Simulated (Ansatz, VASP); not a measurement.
# SnO2 in VASP and in Ansatz

INCAR

```
SYSTEM = SnO2
PREC = Accurate ; ENCUT = 520
EDIFF = 1E-6 ; ISMEAR = 0
SIGMA = 0.05 ; LREAL = .FALSE.
LASPH = .TRUE. ; NELM = 60
ALGO = Normal ; ISIF = 2
LWAVE = .FALSE. ; LCHARG = .TRUE.
LELF = .TRUE. ; LVHAR = .TRUE.
NBANDS = 35
```

KPOINTS

```
Automatic mesh
0
G
  6 6 8
  0 0 0
```

Contents of POSCAR:

```
SnO2
1.0
    4.9330604771      0.0000000000      0.0000000000
    0.0000000000      4.9336664808      0.0000000000
    0.0000000000      0.0000000000      3.3328025979
Sn O
2 4
Direct
    0.5000000000      0.5000000000      0.5000000000
    0.0000000000      0.0000000000      0.0000000000
    0.3059833077      0.2543006016      0.0000000000
    0.8059833077      0.2456993984      0.5000000000
    0.1940166923      0.7543006016      0.5000000000
    0.6940166923      0.7456993984      0.0000000000
```

Input for Ansatz:

```yaml
crystal:
  lattice:
    - [4.9330604771, 0.0, 0.0]
    - [0.0, 4.9336664808, 0.0]
    - [0.0, 0.0, 3.3328025979]
  atoms:
    - { symbol: Sn, position: [0.5, 0.5, 0.5] }
    - { symbol: Sn, position: [0.0, 0.0, 0.0] }
    - { symbol: O, position: [0.3059833077, 0.2543006016, 0.0] }
    - { symbol: O, position: [0.8059833077, 0.2456993984, 0.5] }
    - { symbol: O, position: [0.1940166923, 0.7543006016, 0.5] }
    - { symbol: O, position: [0.6940166923, 0.7456993984, 0.0] }
basis:
  ecutwfc: 520.0
kpoints:
  mp_grid: { grid: [6, 6, 8] }
hamiltonian:
  xc: lda
scf:
  occupations: { method: gaussian, width: 0.05 }
output:
  forces: true
  stress: true
  eigenvalues: true
```

Alike in both runs: task single point; functional LDA; k mesh 6 × 6 × 8; occupations gaussian, width 0.05 eV; no spin polarisation.

|  | VASP | Ansatz |
| --- | --- | --- |
| version | VASP 6.6.1 | Ansatz 0.2.0 |
| potentials or method | VASP PAW LDA potentials, release 64 (Sn_d, O), cutoff 520 eV | scalar-relativistic, plane waves, PAW |
| valence electrons in the cell | 52 | 52 |

Ansatz gave:

* gap on the k mesh at the Fermi level (eV): 0.48
* least direct gap on the mesh (eV): 0.80
* pressure (GPa): -17.6
* traceless stress, the component that is largest in VASP (GPa): 4.61
* rms of the force components (eV/Å): 1.142

Task: Estimate VASP's values.

Result: gap on the k mesh at the Fermi level (eV): 0.48; least direct gap on the mesh (eV): 0.81; pressure (GPa): -17.0; traceless stress, the component that is largest in VASP (GPa): 4.86; rms of the force components (eV/Å): 1.173.

LDA's correlation is that of Perdew and Zunger in VASP and of Perdew and Wang (1992) in Ansatz. Atom by atom the forces differ by 0.031 eV/Å (rms over components).
